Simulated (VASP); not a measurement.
# CuO (Cccm) in VASP: further runs, part 2 of 2

VASP 6.6.1. Earlier steps stand in the parts before.

### 4 Single point, PBEsol (biaxial strain in the a-b plane: +6.0 %, then relaxed in part)

INCAR

```
SYSTEM = CuO
PREC = Accurate ; ENCUT = 520
EDIFF = 1E-7 ; ISMEAR = 0
SIGMA = 0.1 ; LREAL = .FALSE.
LASPH = .TRUE. ; NELM = 60
ALGO = Fast ; ISIF = 2
LWAVE = .FALSE. ; LCHARG = .FALSE.
GGA = PS ; NBANDS = 44
```

KPOINTS

```
Automatic mesh
0
G
  10 10 8
  0 0 0
```

POSCAR

```
CuO
1.0
    4.3301701705      0.0000000000      0.0000000000
    0.0000000000      4.3467593066      0.0000000000
    0.0000000000      0.0000000000      4.8799308304
Cu O
4 4
Direct
    0.2500000000      0.2500000000      0.5000000000
    0.2500000000      0.7500000000      0.0000000000
    0.7500000000      0.7500000000      0.5000000000
    0.7500000000      0.2500000000      0.0000000000
    0.5000000000      0.0000000000      0.7500000000
    0.5000000000      0.0000000000      0.2500000000
    0.0000000000      0.5000000000      0.7500000000
    0.0000000000      0.5000000000      0.2500000000
```

Potentials or basis: VASP PAW PBE potentials, release 64 (Cu, O).

Command:

```
cat potpaw_PBE.64/Cu/POTCAR potpaw_PBE.64/O/POTCAR > POTCAR
mpirun -np 1 vasp_std > vasp.out
```

OUTCAR:

```text
SYSTEM = CuO
   PREC = Accurate
   ENCUT = 520
   EDIFF = 1E-7
   ISMEAR = 0
   LREAL = .FALSE.
   LASPH = .TRUE.
   NELM = 60
   ISIF = 2
   GGA = PS

 ion  position               nearest neighbor table
   1  0.250  0.250  0.500-   5 1.96   6 1.96   7 1.96   8 1.96
   2  0.250  0.750  0.000-   5 1.96   6 1.96   7 1.96   8 1.96
   3  0.750  0.750  0.500-   5 1.96   6 1.96   7 1.96   8 1.96
   4  0.750  0.250  0.000-   5 1.96   6 1.96   7 1.96   8 1.96
   5  0.500  0.000  0.750-   1 1.96   2 1.96   3 1.96   4 1.96
   6  0.500  0.000  0.250-   1 1.96   2 1.96   3 1.96   4 1.96
   7  0.000  0.500  0.750-   1 1.96   2 1.96   3 1.96   4 1.96
[... 1361 lines left out ...]
  Total       -5.9816198     -6.0473769      0.4448036      0.0000000      0.0000000      0.0000000
  in kB     -104.3386375   -105.4856527      7.7588018      0.0000000      0.0000000      0.0000000
  external PRESSURE =     -67.3551628 kB  Pullay stress =       0.0000000 kB

 VOLUME and BASIS-vectors are now :
 -----------------------------------------------------------------------------
  energy-cutoff  :      520.00
  volume of cell :       91.85
      direct lattice vectors                 reciprocal lattice vectors
     4.330170170  0.000000000  0.000000000     0.230937806  0.000000000  0.000000000
     0.000000000  4.346759307  0.000000000     0.000000000  0.230056447  0.000000000
     0.000000000  0.000000000  4.879930830     0.000000000  0.000000000  0.204920937

 POSITION                                       TOTAL-FORCE (eV/Angst)
 -----------------------------------------------------------------------------------
      1.08254      1.08669      2.43997        -0.000000      0.000000      0.000000
      1.08254      3.26007      0.00000         0.000000     -0.000000      0.000000
      3.24763      3.26007      2.43997        -0.000000      0.000000      0.000000
      3.24763      1.08669      0.00000         0.000000      0.000000      0.000000
      2.16509      0.00000      3.65995        -0.000000     -0.000000     -0.000000
      2.16509      0.00000      1.21998         0.000000     -0.000000     -0.000000
      0.00000      2.17338      3.65995         0.000000      0.000000     -0.000000
      0.00000      2.17338      1.21998         0.000000      0.000000     -0.000000
 -----------------------------------------------------------------------------------
    total drift:                                0.000000     -0.000000      0.000000

  FREE ENERGIE OF THE ION-ELECTRON SYSTEM (eV)
  ---------------------------------------------------
  free  energy   TOTEN  =       -42.6252437905 eV

  energy  without entropy=      -42.6060011069  energy(sigma->0) =      -42.61562245
```

OSZICAR:

```text
N       E                     dE             d eps       ncg     rms          rms(c)
DAV:   1     0.789829626833E+03    0.78983E+03   -0.30799E+04 15952   0.236E+03
DAV:   2     0.107812867028E+03   -0.68202E+03   -0.64174E+03 16040   0.515E+02
DAV:   3    -0.424041801615E+02   -0.15022E+03   -0.14127E+03 20936   0.251E+02
DAV:   4    -0.550528753543E+02   -0.12649E+02   -0.12369E+02 24076   0.783E+01
DAV:   5    -0.552278319033E+02   -0.17496E+00   -0.17448E+00 22848   0.125E+01    0.256E+01
RMM:   6    -0.513792174110E+02    0.38486E+01   -0.10680E+02 18552   0.111E+02    0.212E+01
RMM:   7    -0.426702370306E+02    0.87090E+01   -0.32984E+01 18170   0.598E+01    0.366E+00
RMM:   8    -0.426980564726E+02   -0.27819E-01   -0.14006E+00 21021   0.608E+00    0.259E+00
RMM:   9    -0.427206439189E+02   -0.22587E-01   -0.62764E-01 20418   0.544E+00    0.225E+00
RMM:  10    -0.426236744420E+02    0.96969E-01   -0.17373E-01 19450   0.324E+00    0.423E-01
RMM:  11    -0.426261805177E+02   -0.25061E-02   -0.61033E-02 23360   0.141E+00    0.224E-01
RMM:  12    -0.426254862302E+02    0.69429E-03   -0.60282E-03 20369   0.434E-01    0.109E-01
RMM:  13    -0.426252453845E+02    0.24085E-03   -0.75216E-04 20249   0.239E-01    0.365E-02
RMM:  14    -0.426252465803E+02   -0.11957E-05   -0.24051E-04 21557   0.997E-02    0.162E-02
RMM:  15    -0.426252456405E+02    0.93980E-06   -0.39859E-05 21224   0.412E-02    0.108E-02
RMM:  16    -0.426252435960E+02    0.20445E-05   -0.62854E-06 19377   0.192E-02    0.190E-03
RMM:  17    -0.426252437679E+02   -0.17191E-06   -0.24123E-06 20938   0.101E-02    0.104E-03
RMM:  18    -0.426252437905E+02   -0.22645E-07   -0.19277E-07 12682   0.330E-03
   1 F= -.42625244E+02 E0= -.42615622E+02  d E =-.192427E-01
```

stdout:

```text
POSCAR found type information on POSCAR CuO
 POSCAR found :  2 types and       8 ions
 scaLAPACK will be used
 -----------------------------------------------------------------------------
|                                                                             |
|                                                                             |
|     You enforced a specific xc type in the INCAR file but a different       |
|     I HOPE YOU KNOW WHAT YOU ARE DOING!                                     |
|                                                                             |
 -----------------------------------------------------------------------------

 LDA part: xc-table for (Slater+PW92), standard interpolation
 POSCAR, INCAR and KPOINTS ok, starting setup
 FFT: planning ... GRIDC
 FFT: planning ... GRID_SOFT
 FFT: planning ... GRID
 WAVECAR not read
 entering main loop
```

Wall time 22 min (1 thread of AMD EPYC 9755, shared host); peak memory 0.53 GiB.

Results:

- Free energy: -42.6252 eV
- Pressure: -6.7 GPa
- Band gap on the k mesh: zero (bands 34 and 35 overlap by 1.23 eV)

Caveat: the cell differs from its parent crystal (biaxial strain in the a-b plane: +6.0 %, then relaxed in part); the stress differs along the axes, from -11 to 1 GPa; the PAW data sets were made with another functional, which shifts forces and pressure a little; semilocal functionals often make such compounds metallic where correlation or magnetic order opens a gap, which also shifts bond lengths.

### 5 Overview

```csv
task,cell,k mesh,cutoff (eV),gap on the mesh (eV),pressure (GPa)
single point,"a = 2.973, b = 2.973, c = 5.114 Å, angles 90.0, 90.0, 90.1°, 4 atoms, atomic positions A",14 × 14 × 8,520,none,-7.4
relaxation of shape and atoms at fixed volume,"relaxed from a = 2.823, b = 2.823, c = 5.033 Å, angles 90.0, 90.0, 90.2°, 4 atoms, atomic positions A",14 × 14 × 8,600,none,11.2
single point,"a = 4.330, b = 4.347, c = 4.880 Å, 8 atoms, atomic positions B",10 × 10 × 8,520,none,-6.7
```

Alike in all rows: level PBEsol; potentials or basis VASP PAW PBE potentials, release 64 (Cu, O); no spin polarisation; smearing gaussian 0.1 eV.

Caveats: the PAW data sets were made with another functional, which shifts forces and pressure a little; semilocal functionals often make such compounds metallic where correlation or magnetic order opens a gap, which also shifts bond lengths; the cell stands under tension (at least some runs); the stress differs along the axes, from -11 to 1 GPa (at least some runs).

Absolute energies hang on the potentials; compare differences alone.
